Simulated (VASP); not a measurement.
A run of VASP 6.6.1:

Contents of INCAR:

```
ALGO = Normal ; EDIFF = 1E-7
EDIFFG = -0.01 ; ENCUT = 500
GGA = PE ; GGA_COMPAT = False
IBRION = 2 ; ISIF = 8
ISMEAR = 0 ; LASPH = True
LCHARG = False ; LREAL = False
LWAVE = False ; NELM = 120
NELMIN = 4 ; NSW = 80
PREC = Accurate ; SIGMA = 0.01
```

KPOINTS

```
k-points
0
Gamma
  6 6 6
```

The input POSCAR:

```
GaP
1.0
    0.0000000000      2.7252500000      2.7252500000
    2.7252500000      0.0000000000      2.7252500000
    2.7252500000      2.7252500000      0.0000000000
Ga P
1 1
Direct
    0.0000000000      0.0000000000      0.0000000000
    0.2500000000      0.2500000000      0.2500000000
```

Potentials or basis: VASP PAW PBE potentials, release 64 (Ga_d, P).

Run with:

```sh
$ cat potpaw_PBE.64/Ga_d/POTCAR potpaw_PBE.64/P/POTCAR > POTCAR
$ mpirun -np 1 vasp_std > vasp.out
```

Hardware: 1 thread of Intel(R) Xeon(R) Platinum 8488C (Sapphire Rapids) (shared host).

Question: How long does it take, and how much memory?

Answer: Wall time 22 s on 1 thread of Intel(R) Xeon(R) Platinum 8488C (Sapphire Rapids), with other jobs on the host, peak memory 0.16 GiB. Counts: scf iterations 32, k points 16, ion steps 3.
